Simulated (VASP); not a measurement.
# BN: single point with PBE

The system is BN.

```
B N
1.0
     0.00000    1.95734    1.81235
     1.95734    0.00000    1.81235
     1.95734    1.95734    0.00000
B N
1 1
Direct
  0.00000 0.00000 0.00000
  0.75000 0.75000 0.75000
```

This cell differs from its parent crystal: strain +0.080 along x and y, +0.000 along z.

| Quantity | Value |
| --- | --- |
| Program | VASP 6.6.1 |
| Task | single point |
| Functional | PBE |
| Potentials or basis | VASP PAW PBE potentials, release 64 (B, N) |
| Cutoff | 600 eV |
| k mesh | 12 × 12 × 12 |
| Occupations | gaussian, width 0.05 eV |
| Spin | no spin polarisation |

```
Pressure               : -43.2 GPa
Band gap on the k mesh : 3.19 eV (least direct gap 7.35 eV)
```

Stress tensor (GPa, compression positive):
```
-55.34   0.00   0.00
  0.00 -55.34   0.00
  0.00   0.00 -18.93
```

Levels at points of the mesh, in eV from the valence-band top:
| k point | band 1 | band 2 | band 3 | band 4 | band 5 | band 6 | band 7 | band 8 |
| --- | --- | --- | --- | --- | --- | --- | --- | --- |
| (0.00, 0.00, 0.00) | -18.91 | -0.60 | -0.60 | 0.00 | 7.35 | 7.39 | 7.87 | 7.87 |
| (0.50, 0.00, 0.00) | -15.40 | -9.69 | -2.52 | -1.58 | 7.22 | 9.08 | 10.17 | 13.21 |
| (0.50, 0.50, 0.00) | -13.81 | -7.65 | -5.13 | -5.13 | 3.19 | 6.80 | 15.23 | 15.23 |
| (0.50, 0.00, 0.50) | -14.48 | -8.66 | -4.23 | -4.22 | 4.26 | 8.47 | 14.48 | 15.34 |

Wall time 10 s on 1 thread of Intel(R) Xeon(R) 6975P-C (Granite Rapids), with other jobs on the host, peak memory 0.15 GiB.

Caveat: the cell differs from its parent crystal (strain +0.080 along x and y, +0.000 along z); the cell stands under tension. A k mesh can miss the band edges.
